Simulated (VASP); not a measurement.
# Ti in VASP: relaxation of the atoms with PBE

Aim: the relaxation of the atoms of Ti with PBE.

Everything below comes from runs of VASP 6.6.1. Logs are shortened: lines on timing, memory, paths and dates and some standing lists are left out, and cuts for length are marked.

### 1 The cell of the first run

The cell holds a slab with vacuum, 3 atoms: a = 2.819 Å, b = 2.819 Å, c = 18.604 Å, α = 90.00°, β = 90.00°, γ = 109.47°.

### 2 Relaxation of the atoms, PBE

Input file INCAR:

```
PREC = Accurate ; ENCUT = 520
EDIFF = 1E-6 ; ISMEAR = 0
SIGMA = 0.1 ; LREAL = F
LASPH = T ; NELM = 100
ALGO = Normal ; ISIF = 2
LWAVE = F ; LCHARG = F
LDIPOL = T ; IDIPOL = 3
DIPOL = 0.5 0.5 0.500 ; GGA = PE
IBRION = 2 ; NSW = 70
EDIFFG = -0.03
```

Input file KPOINTS:

```
regular mesh
0
Gamma
  11 11 1
```

Input file POSCAR:

```
Ti
1.0
    2.8192036113      0.0000000000      0.0000000000
   -0.9397345371      2.6579706548      0.0000000000
    0.0000000000      0.0000000000     18.6037402192
Ti
3
Selective dynamics
Direct
    0.5000000000      0.5000000000      0.3762684233  F F F
    0.0000000000      0.0000000000      0.5000000000  T T T
    0.5000000000      0.5000000000      0.6237315767  T T T
```

Potentials or basis: VASP PAW PBE potentials, release 64 (Ti_sv).

The run is started by

```console
> cat potpaw_PBE.64/Ti_sv/POTCAR > POTCAR
> mpirun -np 1 vasp_std > vasp.out
```

OUTCAR:

```text
PREC = Accurate
   ENCUT = 520
   EDIFF = 1E-6
   ISMEAR = 0
   LREAL = F
   LASPH = T
   NELM = 100
   ISIF = 2
   GGA = PE
   IBRION = 2
   NSW = 70
   EDIFFG = -0.03

 ion  position               nearest neighbor table
   1  0.500  0.500  0.376-   2 2.82   2 2.82
   2  0.000  0.000  0.500-   1 2.82   3 2.82   1 2.82   3 2.82
   3  0.500  0.500  0.624-   2 2.82   2 2.82

  LATTYP: Found a base centered orthorhombic cell.
 ALAT       =     3.2553359278
 B/A-ratio  =     1.4142135624
 C/A-ratio  =     5.7148449905

  Lattice vectors:

 A1 = (   2.8192036113,   0.0000000000,   0.0000000000)
 A2 = (  -0.9397345371,   2.6579706548,   0.0000000000)
 A3 = (   0.0000000000,   0.0000000000,  18.6037402192)

Analysis of symmetry for initial positions (statically):
=====================================================================
 Subroutine PRICEL returns:
 Original cell was already a primitive cell.

 Routine SETGRP: Setting up the symmetry group for a
 base centered orthorhombic supercell.

 Subroutine GETGRP returns: Found  8 space group operations
 (whereof  8 operations were pure point group operations)
 out of a pool of  8 trial point group operations.

The static configuration has the point symmetry D_2h.

Analysis of symmetry for dynamics (positions and initial velocities):
=====================================================================
 Subroutine PRICEL returns:
 Original cell was already a primitive cell.

 Routine SETGRP: Setting up the symmetry group for a
 base centered orthorhombic supercell.

 Subroutine GETGRP returns: Found  8 space group operations
 (whereof  8 operations were pure point group operations)
 out of a pool of  8 trial point group operations.

The dynamic configuration has the point symmetry D_2h.

Analysis of constrained symmetry for selective dynamics:
=====================================================================
 Subroutine PRICEL returns:
 Original cell was already a primitive cell.

 Routine SETGRP: Setting up the symmetry group for a
 base centered orthorhombic supercell.

 Subroutine GETGRP returns: Found  4 space group operations
 (whereof  4 operations were pure point group operations)
 out of a pool of  8 trial point group operations.

The constrained configuration has the point symmetry C_2v.

 Subroutine INISYM returns: Found  4 space group operations
 (whereof  4 operations are pure point group operations),
 and found     1 'primitive' translations

----------------------------------------------------------------------------------------

                                     Primitive cell

  volume of cell :     139.4045

  direct lattice vectors                    reciprocal lattice vectors
     2.819203611  0.000000000  0.000000000     0.354710102  0.125408959  0.000000000
    -0.939734537  2.657970655  0.000000000     0.000000000  0.376226878  0.000000000
     0.000000000  0.000000000 18.603740219     0.000000000  0.000000000  0.053752632

  length of vectors
     2.819203611  2.819203611 18.603740219     0.376226878  0.376226878  0.053752632

  position of ions in fractional coordinates (direct lattice)
     0.500000000  0.500000000  0.376268423
     0.000000000  0.000000000  0.500000000
     0.500000000  0.500000000  0.623731577

  ion indices of the primitive-cell ions
   primitive index   ion index
                 1           1
                 2           2
                 3           3

----------------------------------------------------------------------------------------

 KPOINTS: regular mesh

Automatic generation of k-mesh.
 Grid dimensions read from file:
 generate k-points for:   11   11    1

 Generating k-lattice:

  Cartesian coordinates                     Fractional coordinates (reciprocal lattice)
     0.032246373  0.011400814  0.000000000     0.090909091  0.000000000  0.000000000
     0.000000000  0.034202443  0.000000000     0.000000000  0.090909091  0.000000000
     0.000000000  0.000000000  0.053752632     0.000000000  0.000000000  1.000000000

  Length of vectors
     0.034202443  0.034202443  0.053752632

  Shift w.r.t. Gamma in fractional coordinates (k-lattice)
     0.000000000  0.000000000  0.000000000

 Subroutine IBZKPT returns following result:
 ===========================================

 Found     36 irreducible k-points:

 Following reciprocal coordinates:
            Coordinates               Weight
  0.000000  0.000000  0.000000      1.000000
  0.090909  0.000000  0.000000      4.000000
  0.181818  0.000000  0.000000      4.000000
  0.272727 -0.000000  0.000000      4.000000
  0.363636 -0.000000  0.000000      4.000000
  0.454545  0.000000  0.000000      4.000000
[... 16 lines left out ...]
 -0.272727  0.181818  0.000000      4.000000
 -0.181818  0.181818  0.000000      2.000000
 [... further k-points ...]
   k-points           NKPTS =     36   k-points in BZ     NKDIM =     36   number of bands    NBANDS=     22
   number of dos      NEDOS =    301   number of ions     NIONS =      3
   total plane-waves  NPLWV =  80640
   dimension x,y,z NGX =    24 NGY =   24 NGZ =  140
   dimension x,y,z NGXF=    48 NGYF=   48 NGZF=  280
   ions per type =               3
   NGX,Y,Z   is equivalent  to a cutoff of  14.15, 14.15, 12.51 a.u.
   NGXF,Y,Z  is equivalent  to a cutoff of  28.31, 28.31, 25.02 a.u.
 SYSTEM =  unknown system
   PREC   = accura    normal or accurate (medium, high low for compatibility)
   ISTART =      0    job   : 0-new  1-cont  2-samecut
   ICHARG =      2    charge: 1-file 2-atom 10-const
   ISPIN  =      1    spin polarized calculation?
   LNONCOLLINEAR =      F non collinear calculations
   LSORBIT =      F    spin-orbit coupling
   LASPH  =      T    aspherical Exc in radial PAW
   ENCUT  =  520.0 eV  38.22 Ry    6.18 a.u.   5.24  5.24 34.59*2*pi/ulx,y,z
   NELM   =    100;   NELMIN=  2; NELMDL= -5     # of ELM steps
   EDIFF  = 0.1E-05   stopping-criterion for ELM
   LREAL  =      F    real-space projection
   EDIFFG = -.3E-01   stopping-criterion for IOM
   NSW    =     70    number of steps for IOM
   IBRION =      2    ionic relax: 0-MD 1-quasi-New 2-CG
   NFREE  =      1    steps in history (QN), initial steepest desc. (CG)
   ISIF   =      2    stress and relaxation
   ISYM   =      2    0-nonsym 1-usesym 2-fastsym
   POTIM  = 0.5000    time-step for ionic-motion
   TEBEG  =    0.0;   TEEND  =   0.0 temperature during run
   PSTRESS=    0.0 pullay stress
   NELECT =      36.0000    total number of electrons
   NUPDOWN=      -1.0000    fix difference up-down
   EMIN   =  10.00;   EMAX   =-10.00  energy-range for DOS
   EFERMI =   0.00;   METHOD = LEGACY
   ISMEAR =     0;   SIGMA  =   0.10  broadening in eV -4-tet -1-fermi 0-gaus
   EFERMI_NEDOS =   21; number of points for ismear=-14 and -15
   IALGO  =     38    algorithm
   IMIX   =      4    mixing-type and parameters
     AMIX     =   0.40;   BMIX     =  1.00
     AMIX_MAG =   1.60;   BMIX_MAG =  1.00
  volume/ion in A,a.u.               =      46.47       313.58
  Fermi-wavevector in a.u.,A,eV,Ry     =   1.042518  1.970072 14.787394  1.086843
  Thomas-Fermi vector in A             =   2.177186
   LORBIT       =      0    0 simple, 1 ext, 2 COOP (PROOUT), +10 PAW based schemes
   GGA     = PE    functional components
   LHFCALC =     F    Hartree Fock is set to
   AEXX    =    0.0000 exact exchange contribution
   IVDW    =     0    specifies the selected vdW correction
   LEPSILON=     F    determine dielectric tensor
   LRPA    =     F    only Hartree local field effects (RPA)
 conjugate gradient relaxation of ions
 non-spin polarized calculation
 Gauss-broadening in eV      SIGMA  =   0.10
  energy-cutoff  :      520.00
  volume of cell :      139.40
 maximum number of plane-waves:      3780
 NGX is ok and might be reduce to    24
   NGX = 11   NGY = 11   NGZ = 69

--------------------------------------- Ionic step        1  -------------------------------------------

 number of electron      35.9999992 magnetization

 Free energy of the ion-electron system (eV)
  ---------------------------------------------------
  ext. energy  EPLUGINS =         0.00000000
  ---------------------------------------------------
  free energy    TOTEN  =       -21.49266116 eV

  energy without entropy =      -21.45268160  energy(sigma->0) =      -21.47267138

------------------------ aborting loop because EDIFF is reached ----------------------------------------

  FORCE on cell =-STRESS in cart. coord.  units (eV):
  Direction    XX          YY          ZZ          XY          YZ          ZX
  --------------------------------------------------------------------------------------
  -------------------------------------------------------------------------------------
  Total       -2.2567276     -2.2595884     -1.8989481     -0.0040457      0.0000000      0.0000000
  in kB      -25.9365876    -25.9694664    -21.8246250     -0.0464976      0.0000000      0.0000000
  external PRESSURE =     -24.5768930 kB  Pullay stress =       0.0000000 kB
[... 92 lines left out ...]
  FREE ENERGIE OF THE ION-ELECTRON SYSTEM (eV)
  ---------------------------------------------------
  free  energy   TOTEN  =       -21.5187109120 eV

  energy  without entropy=      -21.4798076103  energy(sigma->0) =      -21.49925926

 vacuum level on the upper side and lower side of the slab       (xc-potential included)         0.007        -0.191

[... ionic steps 4 to 7 ...]

--------------------------------------- Ionic step        8  -------------------------------------------

 number of electron      35.9999993 magnetization

------------------------ aborting loop because EDIFF is reached ----------------------------------------

  FORCE on cell =-STRESS in cart. coord.  units (eV):
  Direction    XX          YY          ZZ          XY          YZ          ZX
  --------------------------------------------------------------------------------------
  -------------------------------------------------------------------------------------
  Total       -1.1729217     -0.7693190     -0.1160672      0.5707804      0.0000000      0.0000000
  in kB      -13.4803974     -8.8417888     -1.3339609      6.5599832      0.0000000      0.0000000
  external PRESSURE =      -7.8853824 kB  Pullay stress =       0.0000000 kB
[... 55 lines left out ...]
  FREE ENERGIE OF THE ION-ELECTRON SYSTEM (eV)
  ---------------------------------------------------
  free  energy   TOTEN  =       -21.5543178879 eV

  energy  without entropy=      -21.5159516392  energy(sigma->0) =      -21.53513476

 dipolmoment           0.000000      0.000000      0.002950 electrons x Angstroem

--------------------------------------- Ionic step       10  -------------------------------------------

 number of electron      35.9999993 magnetization

 dipolmoment           0.000000      0.000000     -0.000230 electrons x Angstroem

 Free energy of the ion-electron system (eV)
  ---------------------------------------------------
  ext. energy  EPLUGINS =         0.00000000
  ---------------------------------------------------
  free energy    TOTEN  =       -21.55453980 eV

  energy without entropy =      -21.51613389  energy(sigma->0) =      -21.53533685

 E-fermi :   0.4701     XC(G=0):  -5.2919

 val. band max:        0.4662824821   @ k =   0.1818   0.0909   0.0000
 cond. band min:       0.4701732845   @ k =   0.2727  -0.0000   0.0000
 fundamental gap:      0.0038908024
 Fermi energy:         0.4700609487

 k-point     1 :       0.0000    0.0000    0.0000
  band No.  band energies     occupation
      1     -56.1956      2.00000
      2     -56.1829      2.00000
      3     -55.7459      2.00000
      4     -32.6616      2.00000
      5     -32.5069      2.00000
      6     -32.2266      2.00000
[... 574 lines left out ...]
      6     -32.2998      2.00000
[... 14 lines left out ...]
     21       1.2776      0.00000
     22       1.5416      0.00000

 [... further k-points ...]

------------------------ aborting loop because EDIFF is reached ----------------------------------------

 vacuum level on the upper side and lower side of the slab       (xc-potential included)        -0.008        -0.090

  FORCE on cell =-STRESS in cart. coord.  units (eV):
  Direction    XX          YY          ZZ          XY          YZ          ZX
  --------------------------------------------------------------------------------------
  -------------------------------------------------------------------------------------
  Total       -1.1096992     -0.6868798     -0.0115011      0.5979569      0.0000000      0.0000000
  in kB      -12.7537811     -7.8943151     -0.1321820      6.8723228      0.0000000      0.0000000
  external PRESSURE =      -6.9267594 kB  Pullay stress =       0.0000000 kB

 VOLUME and BASIS-vectors are now :
 -----------------------------------------------------------------------------
  energy-cutoff  :      520.00
  volume of cell :      139.40
      direct lattice vectors                 reciprocal lattice vectors
     2.819203611  0.000000000  0.000000000     0.354710102  0.125408959  0.000000000
    -0.939734537  2.657970655  0.000000000     0.000000000  0.376226878  0.000000000
     0.000000000  0.000000000 18.603740219     0.000000000  0.000000000  0.053752632
[... 9 lines left out ...]
  FREE ENERGIE OF THE ION-ELECTRON SYSTEM (eV)
  ---------------------------------------------------
  free  energy   TOTEN  =       -21.5545398026 eV

  energy  without entropy=      -21.5161338946  energy(sigma->0) =      -21.53533685

 reached required accuracy - stopping structural energy minimisation

 vacuum level on the upper side and lower side of the slab         4.828         4.717
```

Wall time 10 min (1 thread of Intel Xeon 6975P-C (Granite Rapids), shared host); peak memory 0.31 GiB.

Results:

```
Free energy               : -21.5545 eV
Energy gained by relaxing : 20.6 meV/atom
Ionic steps               : 10
Band gap on the k mesh    : zero (bands 18 and 19 overlap by 0.66 eV)
```

Step by step:
```
step  energy change (eV)  largest force on free atoms (eV/Å)  pressure (GPa)
   1              0.0000                              0.4085           -2.46
   2             -0.0077                              0.3713           -2.34
   3             -0.0260                              0.2465           -1.99
   4             -0.0362                              0.4007           -1.18
   5             -0.0376                              0.3075           -1.43
   6             -0.0480                              0.2343           -1.28
   7             -0.0616                              0.0414           -0.76
   8             -0.0617                              0.0373           -0.79
   9             -0.0617                              0.0364           -0.78
  10             -0.0619                              0.0090           -0.69
```

Final structure:
```yaml
crystal:
  lattice:
    - [2.81920, 0.00000, 0.00000]
    - [-0.93973, 2.65797, 0.00000]
    - [0.00000, 0.00000, 18.60374]
  atoms:
    - { symbol: Ti, position: [0.50000, 0.50000, 0.37627] }
    - { symbol: Ti, position: [0.00000, 0.00000, 0.49225] }
    - { symbol: Ti, position: [0.50000, 0.50000, 0.60846] }
```

Levels at points of the mesh, in eV from the Fermi level:
```tsv
k point	band 16	band 17	band 18	band 19	band 20	band 21
(0.00, 0.00, 0.00)	-0.41	-0.10	0.03	0.07	0.94	1.11
```
